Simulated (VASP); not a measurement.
Write the native input for VASP 6.6.1 that does the following.

```yaml
Task: electric field gradients
Functional: LDA
Potentials_or_basis: VASP PAW LDA potentials, release 64 (Sn_d, Pt)
Cutoff: 520 eV
k_mesh: 8 × 8 × 8
Occupations: fermi-dirac, width 0.05 eV
Spin: no spin polarisation
Dipole_correction: no
Further_INCAR_settings: ALGO = Normal; EDIFF = 1e-08; NBANDS = 30
```

The structure of SnPt3 lies in POSCAR:

```
SnPt3
1.0
    4.0000000000      0.0400000000      0.0400000000
    0.0400000000      4.0000000000      0.0400000000
    0.0400000000      0.0400000000      4.0000000000
Sn Pt
1 3
Direct
    0.0000000000      0.0000000000      0.0000000000
    0.0000000000      0.5000000000      0.5000000000
    0.5000000000      0.0000000000      0.5000000000
    0.5000000000      0.5000000000      0.0000000000
```

This cell differs from its parent crystal: equal xy, yz and zx shear strains of +2 %.

These files were run (other wordings do the same):

INCAR

```
SYSTEM = SnPt3
ALGO     = Normal         ! electronic algorithm
EDIFF    = 1E-8           ! SCF threshold, eV
ENCUT    = 520            ! plane-wave cutoff, eV
ISIF     = 2              ! what is computed and relaxed
ISMEAR   = -1             ! smearing method
LASPH    = .True.         ! aspherical terms in the spheres
LCHARG   = .False.        ! write CHGCAR
LEFG     = .True.       
LREAL    = .False.        ! projectors in reciprocal space
LWAVE    = .False.        ! write WAVECAR
NBANDS   = 30             ! bands
NELM     = 80             ! most SCF steps
PREC     = Accurate       ! precision mode
SIGMA    = 0.05           ! smearing width, eV
```

KPOINTS

```
k-points
0
Gamma
  8 8 8
  0 0 0
```

Potentials or basis: VASP PAW LDA potentials, release 64 (Sn_d, Pt).

Launch:

```sh
$ cat potpaw_LDA.64/Sn_d/POTCAR potpaw_LDA.64/Pt/POTCAR > POTCAR
$ mpirun -np 1 vasp_std > vasp.out
```

It gave:

```
Pressure                                : -2.6 GPa
Band gap on the k mesh                  : zero (bands 22 and 23 overlap by 0.53 eV)
Largest electric field gradient by atom : Sn +32.7; Pt -150.9 V/Å²
```

Caveat: the cell differs from its parent crystal (equal xy, yz and zx shear strains of +2 %); without QUAD_EFG the Cq values of the log hold for a quadrupole moment of 1 mb, not for the nuclei; spin-orbit coupling is left out, which moves the levels of the heavy elements.

Run time: 2.6 min on 1 thread of Intel Xeon 8259CL, with other jobs on the host, peak memory 0.23 GiB.
